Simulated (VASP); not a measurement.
A run of VASP 6.6.1 is set up as follows.

File INCAR:

```
SYSTEM = CaSe
PREC = Accurate ; ENCUT = 520
EDIFF = 1E-6 ; ISMEAR = 0
SIGMA = 0.01 ; LREAL = .False.
LASPH = .True. ; NELM = 60
ALGO = Normal ; ISIF = 2
LWAVE = .False. ; LCHARG = .False.
GGA = PS ; NBANDS = 15
```

KPOINTS

```
Automatic mesh
0
Gamma
  8 8 8
  0 0 0
```

The input POSCAR:

```
CaSe
1.0
    2.9762584994      2.9762584994      0.0000000000
   -2.9762584994      2.9762584994      0.0000000000
    0.0000000000      2.9762584994      2.9762584994
Ca Se
1 1
Direct
    0.0000000000      0.0000000000      0.0000000000
    0.5000000000      0.5000000000      0.0000000000
```

Potentials or basis: VASP PAW PBE potentials, release 64 (Ca_sv, Se).

The run is started by

```bash
$ cat potpaw_PBE.64/Ca_sv/POTCAR potpaw_PBE.64/Se/POTCAR > POTCAR
$ mpirun -np 1 vasp_std > vasp.out
```

(1) Estimate the band gap on the k mesh.

(2) Predict the pressure.

Results:

(1) 1.97 eV (least direct gap 2.90 eV).

(2) -1.9 GPa.

Caveat: the PAW data sets were made with another functional, which shifts forces and pressure a little.
